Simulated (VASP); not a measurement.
# AlGa2As3 (P-6m2) in VASP: relaxation of cell and atoms with PBE

Aim: the relaxation of cell and atoms of AlGa2As3 with PBE.

Program: VASP 6.6.1. These are calculated values, not measurements. Logs are shortened: lines on timing, memory, paths and dates and some standing lists are left out, and cuts for length are marked.

**1. The cell of the first run**

The structure is hexagonal, space group P-6m2 (No. 187). Conventional cell: a = 4.446 Å, b = 4.446 Å, c = 7.588 Å, α = 90.00°, β = 90.00°, γ = 120.00°. Al (site symmetry -6m2) has 3 As at 2.57 Å and 6 Ga at 3.23 Å within 3.4 Å. Ga (site symmetry 3m) has 9 As at 3.15 to 3.23 Å and 3 Al at 3.23 Å and 2 Ga at 3.67 to 3.92 Å within 4.2 Å. As (site symmetry -6m2) has 3 As at 2.57 Å and 6 Ga at 3.15 Å within 3.4 Å. As (site symmetry -6m2) has 3 Al at 2.57 Å and 6 Ga at 3.23 Å within 3.4 Å. Within 3.4 Å of As (site symmetry -6m2) lie 3 As at 2.57 Å and 6 Ga at 3.15 Å.

**2. Relaxation of cell and atoms, PBE**

INCAR reads:

```
SYSTEM = AlGa2As3
PREC = Accurate
ENCUT = 600
EDIFF = 1E-6
ISMEAR = 0
SIGMA = 0.1
LREAL = .FALSE.
LASPH = .TRUE.
NELM = 60
ALGO = Normal
ISIF = 3
LWAVE = .FALSE.
LCHARG = .FALSE.
GGA = PE
IBRION = 2
NSW = 100
EDIFFG = -0.01
```

KPOINTS reads:

```
Automatic mesh
0
G
  12 12 6
  0 0 0
```

POSCAR reads:

```
AlGa2As3
1.0
    4.4455010536     -0.0000000031      0.0000000000
   -2.2227505241      3.8499168465      0.0000000000
    0.0000000000      0.0000000000      7.5882617645
Al Ga As
1 2 3
Direct
    0.6666666667      0.3333333333      0.0000000000
    0.3333333333      0.6666666667      0.2583765075
    0.3333333333      0.6666666667      0.7416234925
    0.6666666667      0.3333333333      0.5000000000
    0.0000000000      0.0000000000      0.0000000000
    0.0000000000      0.0000000000      0.5000000000
```

Potentials or basis: VASP PAW PBE potentials, release 64 (Al, Ga_d, As).

On the command line:

```sh
$ cat potpaw_PBE.64/Al/POTCAR potpaw_PBE.64/Ga_d/POTCAR potpaw_PBE.64/As/POTCAR > POTCAR
$ mpirun -np 1 vasp_std > vasp.out
```

OUTCAR:

```text
SYSTEM = AlGa2As3
   PREC = Accurate
   ENCUT = 600
   EDIFF = 1E-6
   ISMEAR = 0
   LREAL = .FALSE.
   LASPH = .TRUE.
   NELM = 60
   ISIF = 3
   GGA = PE
   IBRION = 2
   NSW = 100
   EDIFFG = -0.01

 ion  position               nearest neighbor table
   1  0.667  0.333  0.000-   5 2.57   5 2.57   5 2.57
   2  0.333  0.667  0.258-
   3  0.333  0.667  0.742-
   4  0.667  0.333  0.500-   6 2.57   6 2.57   6 2.57
   5  0.000  0.000  0.000-   1 2.57   1 2.57   1 2.57
   6  0.000  0.000  0.500-   4 2.57   4 2.57   4 2.57

  LATTYP: Found a hexagonal cell.
 ALAT       =     4.4455010536
 C/A-ratio  =     1.7069530910

  Lattice vectors:

 A1 = (   4.4455010536,  -0.0000000031,   0.0000000000)
 A2 = (  -2.2227505241,   3.8499168465,   0.0000000000)
 A3 = (   0.0000000000,   0.0000000000,   7.5882617645)

Analysis of symmetry for initial positions (statically):
=====================================================================
 Subroutine PRICEL returns:
 Original cell was already a primitive cell.

 Routine SETGRP: Setting up the symmetry group for a
 hexagonal supercell.

 Subroutine GETGRP returns: Found 12 space group operations
 (whereof 12 operations were pure point group operations)
 out of a pool of 24 trial point group operations.

The static configuration has the point symmetry D_3h.

Analysis of symmetry for dynamics (positions and initial velocities):
=====================================================================
 Subroutine PRICEL returns:
 Original cell was already a primitive cell.

 Routine SETGRP: Setting up the symmetry group for a
 hexagonal supercell.

 Subroutine GETGRP returns: Found 12 space group operations
 (whereof 12 operations were pure point group operations)
 out of a pool of 24 trial point group operations.

The dynamic configuration has the point symmetry D_3h.

 Subroutine INISYM returns: Found 12 space group operations
 (whereof 12 operations are pure point group operations),
 and found     1 'primitive' translations

----------------------------------------------------------------------------------------

                                     Primitive cell

  volume of cell :     129.8717

  direct lattice vectors                    reciprocal lattice vectors
     4.445501054 -0.000000003  0.000000000     0.224946522  0.129872935  0.000000000
    -2.222750524  3.849916847  0.000000000     0.000000000  0.259745870  0.000000000
     0.000000000  0.000000000  7.588261765     0.000000000  0.000000000  0.131782486

  length of vectors
     4.445501054  4.445501054  7.588261765     0.259745870  0.259745870  0.131782486

  position of ions in fractional coordinates (direct lattice)
     0.666666667  0.333333333  0.000000000
     0.333333333  0.666666667  0.258376508
     0.333333333  0.666666667  0.741623492
     0.666666667  0.333333333  0.500000000
     0.000000000  0.000000000  0.000000000
     0.000000000  0.000000000  0.500000000

  ion indices of the primitive-cell ions
   primitive index   ion index
                 1           1
                 2           2
                 3           3
                 4           4
                 5           5
                 6           6

----------------------------------------------------------------------------------------

 KPOINTS: Automatic mesh

Automatic generation of k-mesh.
 Grid dimensions read from file:
 generate k-points for:   12   12    6

 Generating k-lattice:

  Cartesian coordinates                     Fractional coordinates (reciprocal lattice)
     0.018745543  0.010822745  0.000000000     0.083333333 -0.000000000  0.000000000
     0.000000000  0.021645489  0.000000000    -0.000000000  0.083333333  0.000000000
     0.000000000  0.000000000  0.021963748     0.000000000  0.000000000  0.166666667

  Length of vectors
     0.021645489  0.021645489  0.021963748

  Shift w.r.t. Gamma in fractional coordinates (k-lattice)
     0.000000000  0.000000000  0.000000000

 Subroutine IBZKPT returns following result:
 ===========================================

 Found     76 irreducible k-points:

 Following reciprocal coordinates:
            Coordinates               Weight
  0.000000  0.000000  0.000000      1.000000
  0.083333 -0.000000  0.000000      6.000000
  0.166667  0.000000  0.000000      6.000000
  0.250000  0.000000  0.000000      6.000000
  0.333333  0.000000  0.000000      6.000000
  0.416667 -0.000000  0.000000      6.000000
[... 16 lines left out ...]
  0.250000  0.000000  0.166667     12.000000
  0.333333  0.000000  0.166667     12.000000
 [... further k-points ...]
   k-points           NKPTS =     76   k-points in BZ     NKDIM =     76   number of bands    NBANDS=     26
   number of dos      NEDOS =    301   number of ions     NIONS =      6
   total plane-waves  NPLWV =  82944
   dimension x,y,z NGX =    36 NGY =   36 NGZ =   64
   dimension x,y,z NGXF=    72 NGYF=   72 NGZF=  128
   ions per type =               1   2   3
   NGX,Y,Z   is equivalent  to a cutoff of  13.46, 13.46, 14.02 a.u.
   NGXF,Y,Z  is equivalent  to a cutoff of  26.93, 26.93, 28.04 a.u.
 SYSTEM =  AlGa2As3
   PREC   = accura    normal or accurate (medium, high low for compatibility)
   ISTART =      0    job   : 0-new  1-cont  2-samecut
   ICHARG =      2    charge: 1-file 2-atom 10-const
   ISPIN  =      1    spin polarized calculation?
   LNONCOLLINEAR =      F non collinear calculations
   LSORBIT =      F    spin-orbit coupling
   LASPH  =      T    aspherical Exc in radial PAW
   ENCUT  =  600.0 eV  44.10 Ry    6.64 a.u.   8.88  8.88 15.16*2*pi/ulx,y,z
   NELM   =     60;   NELMIN=  2; NELMDL= -5     # of ELM steps
   EDIFF  = 0.1E-05   stopping-criterion for ELM
   LREAL  =      F    real-space projection
   EDIFFG = -.1E-01   stopping-criterion for IOM
   NSW    =    100    number of steps for IOM
   IBRION =      2    ionic relax: 0-MD 1-quasi-New 2-CG
   NFREE  =      1    steps in history (QN), initial steepest desc. (CG)
   ISIF   =      3    stress and relaxation
   ISYM   =      2    0-nonsym 1-usesym 2-fastsym
   POTIM  = 0.5000    time-step for ionic-motion
   TEBEG  =    0.0;   TEEND  =   0.0 temperature during run
   PSTRESS=    0.0 pullay stress
   NELECT =      44.0000    total number of electrons
   NUPDOWN=      -1.0000    fix difference up-down
   EMIN   =  10.00;   EMAX   =-10.00  energy-range for DOS
   EFERMI =   0.00;   METHOD = LEGACY
   ISMEAR =     0;   SIGMA  =   0.10  broadening in eV -4-tet -1-fermi 0-gaus
   EFERMI_NEDOS =   21; number of points for ismear=-14 and -15
   IALGO  =     38    algorithm
   IMIX   =      4    mixing-type and parameters
     AMIX     =   0.40;   BMIX     =  1.00
     AMIX_MAG =   1.60;   BMIX_MAG =  1.00
  volume/ion in A,a.u.               =      21.65       146.07
  Fermi-wavevector in a.u.,A,eV,Ry     =   1.141268  2.156684 17.721485  1.302492
  Thomas-Fermi vector in A             =   2.277968
   LORBIT       =      0    0 simple, 1 ext, 2 COOP (PROOUT), +10 PAW based schemes
   GGA     = PE    functional components
   LHFCALC =     F    Hartree Fock is set to
   AEXX    =    0.0000 exact exchange contribution
   IVDW    =     0    specifies the selected vdW correction
   LEPSILON=     F    determine dielectric tensor
   LRPA    =     F    only Hartree local field effects (RPA)
 conjugate gradient relaxation of ions
 non-spin polarized calculation
 Gauss-broadening in eV      SIGMA  =   0.10
  energy-cutoff  :      600.00
  volume of cell :      129.87
 maximum number of plane-waves:      4374
 NGX is ok and might be reduce to    36
   NGX = 17   NGY = 17   NGZ = 31

--------------------------------------- Ionic step        1  -------------------------------------------

 number of electron      44.0000021 magnetization

 Free energy of the ion-electron system (eV)
  ---------------------------------------------------
  ext. energy  EPLUGINS =         0.00000000
  ---------------------------------------------------
  free energy    TOTEN  =       -22.33210830 eV

  energy without entropy =      -22.32131083  energy(sigma->0) =      -22.32670956

------------------------ aborting loop because EDIFF is reached ----------------------------------------

  FORCE on cell =-STRESS in cart. coord.  units (eV):
  Direction    XX          YY          ZZ          XY          YZ          ZX
  --------------------------------------------------------------------------------------
  -------------------------------------------------------------------------------------
  Total        0.1139347      0.1139347      0.0237818      0.0000000     -0.0000000     -0.0000000
  in kB        1.4055697      1.4055697      0.2933867      0.0000000     -0.0000000     -0.0000000
  external PRESSURE =       1.0348420 kB  Pullay stress =       0.0000000 kB

 VOLUME and BASIS-vectors are now :
 -----------------------------------------------------------------------------
  energy-cutoff  :      600.00
  volume of cell :      129.87
      direct lattice vectors                 reciprocal lattice vectors
     4.445501054 -0.000000003  0.000000000     0.224946522  0.129872935  0.000000000
    -2.222750524  3.849916847  0.000000000     0.000000000  0.259745870  0.000000000
     0.000000000  0.000000000  7.588261765     0.000000000  0.000000000  0.131782486

 POSITION                                       TOTAL-FORCE (eV/Angst)
 -----------------------------------------------------------------------------------
      2.22275      1.28331      0.00000         0.000000     -0.000000      0.000000
      0.00000      2.56661      1.96063         0.000000      0.000000     -0.005033
      0.00000      2.56661      5.62763         0.000000      0.000000      0.005033
      2.22275      1.28331      3.79413        -0.000000      0.000000      0.000000
      0.00000      0.00000      0.00000        -0.000000     -0.000000      0.000000
      0.00000      0.00000      3.79413        -0.000000     -0.000000      0.000000
 -----------------------------------------------------------------------------------
    total drift:                                0.000000     -0.000000     -0.000000

  FREE ENERGIE OF THE ION-ELECTRON SYSTEM (eV)
  ---------------------------------------------------
  free  energy   TOTEN  =       -22.3321082983 eV

  energy  without entropy=      -22.3213108281  energy(sigma->0) =      -22.32670956

--------------------------------------- Ionic step        2  -------------------------------------------

 number of electron      44.0000021 magnetization

 Free energy of the ion-electron system (eV)
  ---------------------------------------------------
  ext. energy  EPLUGINS =         0.00000000
  ---------------------------------------------------
  free energy    TOTEN  =       -22.33220868 eV

  energy without entropy =      -22.32140746  energy(sigma->0) =      -22.32680807

 E-fermi :   4.9532     XC(G=0):  -9.9635

 val. band max:        4.9488377341   @ k =   0.1667   0.1667   0.5000
 cond. band min:       4.9631273188   @ k =   0.1667   0.0000   0.5000
 fundamental gap:      0.0142895847
 Fermi energy:         4.9531959463

 k-point     1 :       0.0000    0.0000    0.0000
  band No.  band energies     occupation
      1      -9.8800      2.00000
      2      -9.8766      2.00000
      3      -9.8766      2.00000
      4      -9.8672      2.00000
      5      -9.8672      2.00000
      6      -9.8634      2.00000
[... 18 lines left out ...]
     25       6.4591      0.00000
     26       6.7329      0.00000

 k-point     2 :       0.0833   -0.0000    0.0000
  band No.  band energies     occupation
      1      -9.8805      2.00000
      2      -9.8793      2.00000
      3      -9.8768      2.00000
      4      -9.8678      2.00000
      5      -9.8665      2.00000
      6      -9.8636      2.00000
[... 18 lines left out ...]
     25       6.1264      0.00000
[... 608 lines left out ...]
     25       6.1526      0.00000
     26       6.7873      0.00000

 k-point    24 :       0.3333    0.0000    0.1667
  band No.  band energies     occupation
      1      -9.9046      2.00000
      2      -9.8784      2.00000
      3      -9.8757      2.00000
      4      -9.8725      2.00000
      5      -9.8670      2.00000
      6      -9.8653      2.00000
[... 18 lines left out ...]
     25       6.7005      0.00000
     26       7.2412      0.00000

 [... further k-points ...]
[... 5 lines left out ...]
  --------------------------------------------------------------------------------------
  -------------------------------------------------------------------------------------
  Total        0.0034575      0.0034575     -0.0038331      0.0000000      0.0000000      0.0000000
  in kB        0.0425673      0.0425673     -0.0471915      0.0000000      0.0000000      0.0000000
  external PRESSURE =       0.0126477 kB  Pullay stress =       0.0000000 kB

 VOLUME and BASIS-vectors are now :
 -----------------------------------------------------------------------------
  energy-cutoff  :      600.00
  volume of cell :      130.13
      direct lattice vectors                 reciprocal lattice vectors
     4.449573514 -0.000000003 -0.000000000     0.224740640  0.129754069  0.000000000
    -2.224786754  3.853443700 -0.000000000     0.000000000  0.259508138  0.000000000
     0.000000000 -0.000000000  7.589712761     0.000000000  0.000000000  0.131757292

 POSITION                                       TOTAL-FORCE (eV/Angst)
 -----------------------------------------------------------------------------------
      2.22479      1.28448     -0.00000         0.000000     -0.000000      0.000000
      0.00000      2.56896      1.96076        -0.000000      0.000000     -0.003715
      0.00000      2.56896      5.62895        -0.000000     -0.000000      0.003715
      2.22479      1.28448      3.79486         0.000000      0.000000      0.000000
      2.22479      3.85344     -0.00000         0.000000      0.000000      0.000000
      2.22479      3.85344      3.79486        -0.000000      0.000000      0.000000
 -----------------------------------------------------------------------------------
    total drift:                                0.000000     -0.000000     -0.000000

  FREE ENERGIE OF THE ION-ELECTRON SYSTEM (eV)
  ---------------------------------------------------
  free  energy   TOTEN  =       -22.3322086845 eV

  energy  without entropy=      -22.3214074644  energy(sigma->0) =      -22.32680807

 reached required accuracy - stopping structural energy minimisation
```

It took 5.5 min on 1 thread of Intel Xeon Platinum 8259CL at 2.50GHz (Skylake/Cascade Lake), shared host; peak memory 0.48 GiB.

What came out:

- Free energy: -22.3322 eV
- Relaxed volume: 21.69 Å³/atom
- Relaxed cell: a = 4.450 Å, b = 4.450 Å, c = 7.590 Å, α = 90.00°, β = 90.00°, γ = 120.00°
- Space group after relaxing (to 0.05 Å): P-6m2 (No. 187)
- Energy gained by relaxing: 0.0 meV/atom
- Ionic steps: 2
- Pressure after relaxing: 0.0 GPa
- Largest force after relaxing: 0.004 eV/Å
- Band gap on the k mesh: zero (band 22 reaches 5.30 eV, above the bottom of band 23 at 4.25 eV)

Forces in eV/Å, atoms in the order of the input:
```
Al   0.000  0.000  0.000
Ga   0.000  0.000 -0.004
Ga   0.000  0.000  0.004
As   0.000  0.000  0.000
As   0.000  0.000  0.000
As   0.000  0.000  0.000
```

The path:
```
step  energy change (eV)  largest force (eV/Å)  pressure (GPa)  volume (Å³)
   1              0.0000                0.0050            0.10       129.87
   2             -0.0001                0.0037            0.00       130.13
```

Final structure:
```cif
data_structure
_symmetry_space_group_name_H-M 'P 1'
_symmetry_Int_Tables_number 1
_cell_length_a 4.4496
_cell_length_b 4.4496
_cell_length_c 7.5897
_cell_angle_alpha 90.000
_cell_angle_beta 90.000
_cell_angle_gamma 120.000
_cell_volume 130.13
loop_
_atom_site_label
_atom_site_type_symbol
_atom_site_fract_x
_atom_site_fract_y
_atom_site_fract_z
_atom_site_occupancy
Al1 Al 0.66667 0.33333 0.00000 1
Ga1 Ga 0.33333 0.66667 0.25834 1
Ga2 Ga 0.33333 0.66667 0.74166 1
As1 As 0.66667 0.33333 0.50000 1
As2 As 0.00000 0.00000 0.00000 1
As3 As 0.00000 0.00000 0.50000 1
```

Levels at points of the mesh, in eV from the Fermi level:
```csv
k point,band 20,band 21,band 22,band 23,band 24,band 25
"(0.00, 0.00, 0.00)",-1.98,-0.99,-0.70,-0.70,0.75,1.51
"(0.50, 0.00, 0.00)",-1.94,-0.71,-0.03,1.18,1.29,1.70
"(0.00, 0.00, 0.50)",-2.05,-0.80,-0.54,-0.54,0.21,0.77
"(0.50, 0.00, 0.50)",-2.58,-1.70,-1.37,1.35,1.69,2.59
```
